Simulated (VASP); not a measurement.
Al3Cu2, 5 atoms in the cell. Symmetry: P-3m1, No. 164, trigonal system. The conventional cell has a = 4.092 Å, b = 4.092 Å, c = 4.993 Å, α = 90.00°, β = 90.00°, γ = 120.00°. Al (site symmetry -3m) has 6 Cu at 2.49 Å and 6 Al at 2.94 Å within 3.3 Å. Al (site symmetry 3m) has 5 Cu at 2.44 to 2.55 Å and 6 Al at 2.80 to 2.94 Å within 3.2 Å. Within 3.2 Å of Cu (site symmetry 3m) lie 8 Al at 2.44 to 2.55 Å and 3 Cu at 2.85 Å. 

| Property | Result |
| --- | --- |
| Program | VASP 6.6.1 |
| Task | single point |
| Functional | PBEsol |
| Dispersion | D3(BJ) |
| Potentials or basis | VASP PAW PBE potentials, release 64 (Al, Cu) |
| Cutoff | 520 eV |
| k mesh | 12 × 12 × 8 |
| Occupations | gaussian, width 0.1 eV |
| Spin | no spin polarisation |
| Dipole correction | no |
| Further INCAR settings | ALGO = Fast; EDIFF = 1e-06; NBANDS = 24 |

Potentials or basis: VASP PAW PBE potentials, release 64 (Al, Cu).

Command:

```sh
$ cat potpaw_PBE.64/Al/POTCAR potpaw_PBE.64/Cu/POTCAR > POTCAR
$ mpirun -np 1 vasp_std > vasp.out
```

Hardware: 1 thread of Intel Xeon 6975P-C, with other jobs on the host.

Problem. How long does it take, and how much memory?

Solution. Run time: 4.4 min on 1 thread of Intel Xeon 6975P-C, with other jobs on the host, peak memory 0.34 GiB. Counts: scf iterations 20, k points 131.
